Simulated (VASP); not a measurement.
FeCo3:

```
Fe Co
1.0
     3.53570    0.00000    0.00000
     0.00000    3.53570    0.00000
     0.00000    0.00000    3.53570
Fe Co
1 3
Direct
  0.00000 0.00000 0.00000
  0.50000 0.50000 0.00000
  0.50000 0.00000 0.50000
  0.00000 0.50000 0.50000
```

```yaml
Program: VASP 6.6.1
Task: relaxation of cell and atoms
Functional: PBEsol
Potentials_or_basis: VASP PAW PBE potentials, release 64 (Fe, Co)
Cutoff: 600 eV
k_mesh: 1 × 1 × 1
Occupations: gaussian, width 0.1 eV
Spin: collinear spin, ferromagnetic start
Starting_moments: "[2.85, 1.83, 1.83, 1.83] μB"
```

At the start: pressure 16.5 GPa; volume 11.05 Å³/atom.

**Question.** Where does the relaxation end?

**Answer.** Over 3 steps the energy falls by 42.5 meV/atom and the volume is 11.95 Å³/atom (+8.1 %); space group Pm-3m (No. 221, to 0.05 Å); moment 11.00 μB per cell.

Step by step:
```tsv
step	energy change (eV)	largest force (eV/Å)	pressure (GPa)	volume (Å³)
1	0.0000	0.0000	16.49	44.20
2	0.0000	0.0000	-12.11	51.88
3	-0.1700	0.0000	-0.04	47.80
```

Final structure:
```xyz
4
Lattice="3.6291 0.0000 0.0000 0.0000 3.6291 0.0000 0.0000 0.0000 3.6291" Properties=species:S:1:pos:R:3 pbc="T T T"
Fe    0.0000    0.0000    0.0000
Co    1.8146    1.8146    0.0000
Co    1.8146    0.0000    1.8146
Co    0.0000    1.8146    1.8146
```

Caveat: the k points lie up to 1.73 Å⁻¹ apart in the final cell; the PAW data sets were made with another functional, which shifts forces and pressure a little.
